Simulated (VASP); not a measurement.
A run of VASP 6.6.1 is set up as follows.

INCAR

```
SYSTEM = C
PREC = Accurate
ENCUT = 520
EDIFF = 1E-6
ISMEAR = 0
SIGMA = 0.05
LREAL = .False.
LASPH = .True.
NELM = 60
ALGO = Normal
ISIF = 2
LWAVE = .False.
LCHARG = .True.
LELF = .True.
LVHAR = .True.
NBANDS = 21
```

The input KPOINTS:

```
regular mesh
0
Gamma
  12 12 3
  0 0 0
```

File POSCAR:

```
C
1.0
    0.0000000000      2.4448680940      0.0000000000
   -2.1172982845      1.2224340470      0.0115975242
    0.0760215790      0.0000000000     12.9886657260
C
6
Direct
    0.5000440903     -0.0000881807      0.1282234354
    0.8335547196      0.3328905609      0.6409123243
    0.1667994050      0.6664011901      0.3845678799
    0.5001332144      0.9997335712      0.3844910879
    0.8333778998      0.3332442004      0.1281466434
    0.1668885290      0.6662229420      0.6408355323
```

Potentials or basis: VASP PAW LDA potentials, release 64 (C).

Run with:

```sh
$ cat potpaw_LDA.64/C/POTCAR > POTCAR
$ mpirun -np 1 vasp_std > vasp.out
```

**Question.** Predict the largest force.

**Answer.** 0.013 eV/Å.

**Question.** Estimate the pressure.

**Answer.** 0.6 GPa.

Forces on the atoms (eV/Å):
```
C    0.000  0.000  0.002
C    0.000  0.000 -0.006
C    0.000  0.000  0.013
C    0.000  0.000 -0.013
C    0.000  0.000  0.006
C    0.000  0.000 -0.002
```

Caveat: the cell differs from its parent crystal (the distance across one plane changed).
